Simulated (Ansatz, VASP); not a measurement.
Given: the input of a run of VASP 6.6.1 on Zr.

Contents of POSCAR:

```
Zr
1.0
    3.2320000000      0.0000000000      0.0000000000
   -1.6160000000      2.7989941050      0.0000000000
    0.0000000000      0.0000000000      5.1470000000
Zr
2
Direct
    0.6666666667      0.3333333333      0.7500000000
    0.3333333333      0.6666666667      0.2500000000
```

INCAR.step1

```
SYSTEM = Zr
PREC = Accurate ; ENCUT = 520
EDIFF = 1E-5 ; ISMEAR = -1
SIGMA = 0.05 ; LREAL = .FALSE.
LASPH = .TRUE. ; NELM = 60
ALGO = Normal ; ISIF = 2
LWAVE = .TRUE. ; LCHARG = .FALSE.
NBANDS = 19 ; GGA = PE
```

The input INCAR.step2:

```
SYSTEM = Zr
PREC = Accurate ; ENCUT = 520
EDIFF = 1E-6 ; ISMEAR = -1
SIGMA = 0.05 ; LREAL = .FALSE.
LASPH = .TRUE. ; NELM = 60
ALGO = Normal ; ISIF = 2
LWAVE = .FALSE. ; LCHARG = .FALSE.
METAGGA = R2SCAN ; LHFCALC = .TRUE.
AEXX = 0.5 ; LMIXTAU = .TRUE.
PRECFOCK = Normal ; NBANDS = 19
ISTART = 1
```

Contents of KPOINTS:

```
regular mesh
0
G
  5 5 3
  0 0 0
```

Potentials or basis: VASP PAW PBE potentials, release 64 (Zr_sv).

Launch:

```sh
$ cat potpaw_PBE.64/Zr_sv/POTCAR > POTCAR
$ cp INCAR.step1 INCAR
$ mpirun -np 1 vasp_std > vasp.out
$ cp INCAR.step2 INCAR
$ mpirun -np 1 vasp_std > vasp.out
```

Translate it to Ansatz 0.2.0. Potentials there: Ansatz PAW.

As run (the cutoff follows the program's own potentials):

Contents of input.yaml:

```yaml
crystal:
  lattice:
    - [3.232, 0.0, 0.0]
    - [-1.616, 2.798994105, 0.0]
    - [0.0, 0.0, 5.147]
  atoms:
    - { symbol: Zr, position: [0.6666666667, 0.3333333333, 0.75] }
    - { symbol: Zr, position: [0.3333333333, 0.6666666667, 0.25] }
hamiltonian:
  xc: r2scan50
  pseudopotentials: { kind: paw }
kpoints:
  mp_grid: { grid: [5, 5, 3] }
scf:
  occupations: { method: fermi_dirac, width: 0.05 }
output:
  forces: true
  stress: true
  eigenvalues: true
```

Potentials or basis: Ansatz PAW.

Launch:

```sh
$ ansatz run input.yaml --threads 2 --pin off --max-ram 5632MiB --backend cpu --events-out ev --progress --plain --runs-dir out
```

Both were run:

|  | VASP | Ansatz | Ansatz less VASP |
| --- | --- | --- | --- |
| gap on the k mesh at the Fermi level (eV) | none | none | - |
| pressure (GPa) | 1.0 | 1.3 | +0.29 |
| traceless stress, the component that is largest in VASP (GPa) | -4.75 | -4.73 | +0.028 |

VASP's potentials were made for PBE, not for r2SCAN50. A gap of «none» marks a metal or a gap that the smearing closes. With one functional, cell and mesh, what is left measures potentials, basis and numerics.

The k mesh is coarse, so the values compare programs but aren't converged.
